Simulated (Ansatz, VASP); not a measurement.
**Two plane-wave programs on Pb**

The input INCAR:

```
SYSTEM = Pb
PREC = Accurate ; ENCUT = 520
EDIFF = 1E-6 ; ISMEAR = -1
SIGMA = 0.1 ; LREAL = .FALSE.
LASPH = .TRUE. ; NELM = 80
ALGO = Normal ; ISIF = 2
LWAVE = .FALSE. ; LCHARG = .FALSE.
GGA = RP ; NBANDS = 13
```

KPOINTS

```
regular mesh
0
G
  17 17 17
  0 0 0
```

The input POSCAR:

```
Pb
1.0
    0.0000000000      2.6488252136      2.6488252136
    2.6488252136      0.0000000000      2.6488252136
    2.6488252136      2.6488252136      0.0000000000
Pb
1
Direct
    0.0000000000      0.0000000000      0.0000000000
```

Input for Ansatz:

```yaml
crystal:
  lattice:
    - [0.0, 2.6488252175, 2.6488252175]
    - [2.6488252175, 0.0, 2.6488252175]
    - [2.6488252175, 2.6488252175, 0.0]
  atoms:
    - { symbol: Pb, position: [0.0, 0.0, 0.0] }
hamiltonian:
  xc: rpbe
  pseudopotentials:
    kind: paw
    azcp:
      Pb: "pseudopotentials/Pb.paw.azcp"
basis:
  ecutwfc: 420
  fft_grid_basis: typed
kpoints:
  mp_grid: { grid: [17, 17, 17], shift: [0, 0, 0] }
magnetization:
  spin_polarized: false
scf:
  occupations: { method: fermi_dirac, width: 0.1 }
output:
  stress: true
```

Alike in both runs: task single point; functional RPBE; k mesh 17 × 17 × 17; occupations fermi-dirac, width 0.1 eV; no spin polarisation.

```csv
,VASP,Ansatz
version,VASP 6.6.1,Ansatz 0.2.0
potentials or method,"VASP PAW PBE potentials, release 64 (Pb_d), cutoff 520 eV","plane waves (420 eV) with PAW, scalar-relativistic"
valence electrons in the cell,14,14
```

```tsv
	VASP	Ansatz	Ansatz less VASP
pressure (GPa)	-3.0	-2.9	+0.05
```

VASP's potentials were made for PBE, not for RPBE. With one functional, cell and mesh, what is left measures potentials, basis and numerics.

Spin-orbit coupling is off throughout.
